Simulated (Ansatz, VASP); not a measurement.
**Sr2NbN2O2 in VASP and in Ansatz**

File INCAR:

```
ALGO = Normal
EDIFF = 1E-7
ENCUT = 520
GGA = PE
ISIF = 2
ISMEAR = -1
LASPH = T
LCHARG = T
LELF = T
LREAL = F
LVHAR = T
LWAVE = F
NBANDS = 36
NELM = 100
PREC = Accurate
SIGMA = 0.05
```

The input KPOINTS:

```
k-points
0
Gamma
  9 9 9
```

File POSCAR:

```
Sr2NbN2O2
1.0
   -2.0040715532      2.0040715532      6.4156198739
    2.0040715532     -2.0040715532      6.4156198739
    2.0040715532      2.0040715532     -6.4156198739
Nb Sr O N
1 2 2 2
Direct
    0.0000000000      0.0000000000      0.0000000000
    0.6483240000      0.6483240000      0.0000000000
    0.3516760000      0.3516760000      0.0000000000
    0.8376350000      0.8376350000      0.0000000000
    0.1623650000      0.1623650000      0.0000000000
    0.0000000000      0.5000000000      0.5000000000
    0.5000000000      0.0000000000      0.5000000000
```

File input.yaml:

```yaml
crystal:
  lattice:
    - [-2.0040715532, 2.0040715532, 6.4156198739]
    - [2.0040715532, -2.0040715532, 6.4156198739]
    - [2.0040715532, 2.0040715532, -6.4156198739]
  atoms:
    - { symbol: Nb, position: [0.0, 0.0, 0.0] }
    - { symbol: Sr, position: [0.648324, 0.648324, 0.0] }
    - { symbol: Sr, position: [0.351676, 0.351676, 0.0] }
    - { symbol: O, position: [0.837635, 0.837635, 0.0] }
    - { symbol: O, position: [0.162365, 0.162365, 0.0] }
    - { symbol: "N", position: [0.0, 0.5, 0.5] }
    - { symbol: "N", position: [0.5, 0.0, 0.5] }
hamiltonian:
  xc: pbe
  pseudopotentials: { kind: paw }
kpoints:
  mp_grid: { grid: [9, 9, 9] }
scf:
  occupations: { method: fermi_dirac, width: 0.05 }
output:
  forces: true
  stress: true
  eigenvalues: true
```

Alike in both runs: task single point; functional PBE; k mesh 9 × 9 × 9; occupations fermi-dirac, width 0.05 eV; no spin polarisation.

|  | VASP | Ansatz |
| --- | --- | --- |
| version | VASP 6.6.1 | Ansatz 0.2.0 |
| potentials or method | VASP PAW PBE potentials, release 64 (Nb_sv, Sr_sv, O, N) | Ansatz PAW |
| plane-wave cutoff (eV) | 520 | 420 |
| valence electrons in the cell | 55 | 55 |

|  | VASP | Ansatz | Ansatz less VASP |
| --- | --- | --- | --- |
| gap on the k mesh at the Fermi level (eV) | none | none | - |
| pressure (GPa) | 4.0 | 3.8 | -0.18 |
| traceless stress, the component that is largest in VASP (GPa) | -0.14 | -0.38 | -0.247 |
| rms of the force components (eV/Å) | 0.033 | 0.027 | -0.0065 |

Atom by atom the forces differ by 0.014 eV/Å (rms over components). A gap of «none» marks a metal or a gap that the smearing closes. With one functional, cell and mesh, what is left measures potentials, basis and numerics.
